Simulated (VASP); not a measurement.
Wanted: the native input for a VASP 6.6.1 run.

| Item | Value |
| --- | --- |
| Task | single point |
| Functional | PBE |
| Potentials or basis | VASP PAW PBE potentials, release 64 (Cd, Se) |
| Cutoff | 520 eV |
| k mesh | 6 × 6 × 4 |
| Occupations | gaussian, width 0.1 eV |
| Spin | no spin polarisation |
| Dipole correction | no |
| Further INCAR settings | ALGO = Normal; EDIFF = 1e-06; NBANDS = 26 |

The structure of CdSe lies in POSCAR:

```
CdSe
1.0
    4.2985000500      0.0000000000      0.0000000000
   -2.1492500300      3.7226102500      0.0000000000
    0.0000000000      0.0000000000      7.0152001400
Cd Se
2 2
Direct
    0.6666666700      0.3333333300      0.0000000000
    0.3333333300      0.6666666700      0.5000000000
    0.6666666700      0.3333333300      0.3750000000
    0.3333333300      0.6666666700      0.8750000000
```

One way to write it, as run:

INCAR

```
SYSTEM = CdSe
PREC = Accurate
ENCUT = 520
EDIFF = 1E-6
ISMEAR = 0
SIGMA = 0.1
LREAL = .FALSE.
LASPH = .TRUE.
NELM = 80
ALGO = Normal
ISIF = 2
LWAVE = .FALSE.
LCHARG = .TRUE.
GGA = PE
LELF = .TRUE.
LVHAR = .TRUE.
NBANDS = 26
```

KPOINTS

```
Automatic mesh
0
G
  6 6 4
  0 0 0
```

Potentials or basis: VASP PAW PBE potentials, release 64 (Cd, Se).

Run with:

```bash
$ cat potpaw_PBE.64/Cd/POTCAR potpaw_PBE.64/Se/POTCAR > POTCAR
$ mpirun -np 1 vasp_std > vasp.out
```

Results of the run:

```yaml
Pressure: 3.3 GPa
Largest_force: 0.020 eV/Å
Band_gap_on_the_k_mesh: 0.67 eV
```

Caveat: the cell stands under pressure; semilocal functionals underestimate gaps, and a narrow one can read as zero.

It took 71 s on 1 thread of Intel(R) Xeon(R) Platinum 8375C CPU @ 2.90GHz (Ice Lake), on a shared host, peak memory 0.24 GiB.
